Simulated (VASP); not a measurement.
Wanted: the native input for a VASP 6.6.1 run.

| Quantity | Value |
| --- | --- |
| Task | electric field gradients |
| Functional | LDA |
| Potentials or basis | VASP PAW LDA potentials, release 64 (Ti_sv, Rh_pv) |
| Cutoff | 520 eV |
| k mesh | 12 × 12 × 11 |
| Occupations | fermi-dirac, width 0.05 eV |
| Spin | no spin polarisation |
| Dipole correction | no |
| Further INCAR settings | ALGO = Normal; EDIFF = 1e-08; NBANDS = 20 |

The structure of TiRh lies in POSCAR:

```
TiRh
1.0
    2.8410417492      0.0000000000      0.0000000000
    0.0000000000      2.8410417492      0.0000000000
    0.0000000000      0.0000000000      3.3349802880
Ti Rh
1 1
Direct
    0.5000000000      0.5000000000      0.5000000000
    0.0000000000      0.0000000000      0.0000000000
```

This cell differs from its parent crystal: volume scaled by 0.9.

The input as run:

INCAR

```
SYSTEM = TiRh
PREC     = Accurate       ! precision mode
ENCUT    = 520            ! plane-wave cutoff, eV
EDIFF    = 1E-8           ! SCF threshold, eV
ISMEAR   = -1             ! smearing method
SIGMA    = 0.05           ! smearing width, eV
LREAL    = .FALSE.        ! projectors in reciprocal space
LASPH    = .TRUE.         ! aspherical terms in the spheres
NELM     = 100            ! most SCF steps
ALGO     = Normal         ! electronic algorithm
ISIF     = 2              ! what is computed and relaxed
LWAVE    = .FALSE.        ! write WAVECAR
LCHARG   = .FALSE.        ! write CHGCAR
LEFG     = .TRUE.       
NBANDS   = 20             ! bands
```

KPOINTS

```
Automatic mesh
0
G
  12 12 11
  0 0 0
```

Potentials or basis: VASP PAW LDA potentials, release 64 (Ti_sv, Rh_pv).

Launch:

```console
$ cat potpaw_LDA.64/Ti_sv/POTCAR potpaw_LDA.64/Rh_pv/POTCAR > POTCAR
$ mpirun -np 1 vasp_std > vasp.out
```

Results of the run:

```yaml
Pressure: 11.3 GPa
```

Caveat: without QUAD_EFG the Cq values of the log hold for a quadrupole moment of 1 mb, not for the nuclei.

Run time: 88 s on 1 thread of Intel(R) Xeon(R) Platinum 8259CL CPU @ 2.50GHz (Skylake/Cascade Lake) (shared host), peak memory 0.21 GiB.
